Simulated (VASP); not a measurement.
# Ge2Sb: single point with PBE

Ge2Sb:

```
Ge Sb
1.0
     3.73095    0.00000    0.00000
    -1.86548    3.23110    0.00000
     0.00000    0.00000    5.55626
Ge Sb
2 1
Direct
  0.00000 0.00000 0.65787
  0.00000 0.00000 0.34213
  0.00000 0.00000 0.00000
```

The cell was generated, and may not be a known phase.

```json
{
 "Program": "VASP 6.6.1",
 "Task": "single point",
 "Functional": "PBE",
 "Potentials or basis": "VASP PAW PBE potentials, release 64 (Ge_d, Sb_d_GW)",
 "Cutoff": "550 eV",
 "k mesh": "6 × 6 × 4",
 "Occupations": "gaussian, width 0.1 eV",
 "Spin": "no spin polarisation"
}
```

```yaml
Pressure: 90.5 GPa
Largest_force: 1.159 eV/Å
Band_gap_on_the_k_mesh: zero (an odd number of electrons rules out a gap without spin polarisation)
```

Forces in eV/Å, atoms in the order of the input:
```
Ge   0.000  0.000  1.159
Ge   0.000  0.000 -1.159
Sb   0.000  0.000  0.000
```

Stress tensor (GPa, compression positive):
```
  4.07   0.00   0.00
  0.00   4.07   0.00
  0.00   0.00 263.35
```

Levels at points of the mesh, in eV from the Fermi level:
| k point | band 18 | band 19 | band 20 | band 21 | band 22 | band 23 | band 24 | band 25 | band 26 | band 27 |
| --- | --- | --- | --- | --- | --- | --- | --- | --- | --- | --- |
| (0.00, 0.00, 0.00) | -9.97 | -1.92 | -1.92 | 3.67 | 3.88 | 3.88 | 4.26 | 4.26 | 4.61 | 5.55 |
| (0.50, 0.00, 0.00) | -8.99 | -6.42 | -3.04 | -1.17 | -0.56 | 2.55 | 3.05 | 3.08 | 6.18 | 6.83 |
| (0.00, 0.00, 0.50) | -5.74 | -0.73 | -0.49 | -0.49 | -0.09 | -0.09 | 4.65 | 4.65 | 7.76 | 7.76 |
| (0.50, 0.00, 0.50) | -5.36 | -5.19 | -4.49 | -1.73 | -1.17 | 1.13 | 3.97 | 4.21 | 4.43 | 6.74 |

It took 28 s on 1 thread of AMD EPYC 9R45 96-Core Processor (Zen 5), on a shared host, peak memory 0.18 GiB.

Caveat: the stress differs along the axes, from 4 to 263 GPa; spin-orbit coupling is left out, which moves the levels of the heavy elements; an odd number of electrons without spin polarisation forces a metal; a magnetic or distorted state may lie lower.
